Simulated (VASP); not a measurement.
Wanted: the native input for a VASP 6.6.1 run.

* Task: relaxation of cell and atoms
* Functional: PBE
* Potentials or basis: VASP PAW PBE potentials, release 64 (La, Sc_sv)
* Cutoff: 600 eV
* k mesh: 14 × 14 × 14
* Occupations: gaussian, width 0.1 eV
* Spin: no spin polarisation
* Dipole correction: no
* Further INCAR settings: ALGO = Normal; EDIFF = 1e-06; IBRION = 2; EDIFFG = -0.01; NSW = 100; ISIF = 3

The structure of LaSc lies in POSCAR:

```
LaSc
1.0
    3.9254947744      0.0000000000      0.0000000000
    0.0000000000      3.9254947744      0.0000000000
    0.0000000000      0.0000000000      3.9254947744
La Sc
1 1
Direct
    0.0000000000      0.0000000000      0.0000000000
    0.5000000000      0.5000000000      0.5000000000
```

These files were run (other wordings do the same):

INCAR

```
PREC = Accurate ; ENCUT = 600
EDIFF = 1E-6 ; ISMEAR = 0
SIGMA = 0.1 ; LREAL = False
LASPH = True ; NELM = 100
ALGO = Normal ; ISIF = 3
LWAVE = False ; LCHARG = False
GGA = PE ; IBRION = 2
NSW = 100 ; EDIFFG = -0.01
```

KPOINTS

```
regular mesh
0
Gamma
  14 14 14
```

Potentials or basis: VASP PAW PBE potentials, release 64 (La, Sc_sv).

Launch:

```bash
$ cat potpaw_PBE.64/La/POTCAR potpaw_PBE.64/Sc_sv/POTCAR > POTCAR
$ mpirun -np 1 vasp_std > vasp.out
```

It gave:

| Quantity | Value |
| --- | --- |
| Relaxed volume | 30.85 Å³/atom |
| Relaxed cell | a = 3.951 Å, b = 3.951 Å, c = 3.951 Å, α = 90.00°, β = 90.00°, γ = 90.00° |
| Space group after relaxing (to 0.05 Å) | Pm-3m (No. 221) |
| Energy gained by relaxing | 1.3 meV/atom |
| Ionic steps | 2 |
| Pressure after relaxing | 0.0 GPa |
| Band gap on the k mesh | zero (band 11 reaches 6.60 eV, above the bottom of band 12 at 5.84 eV) |

Caveat: spin-orbit coupling is left out, which moves the levels of the heavy elements.

Run time: 94 s on 1 thread of Intel(R) Xeon(R) 6975P-C (Granite Rapids), with other jobs on the host, peak memory 0.33 GiB.
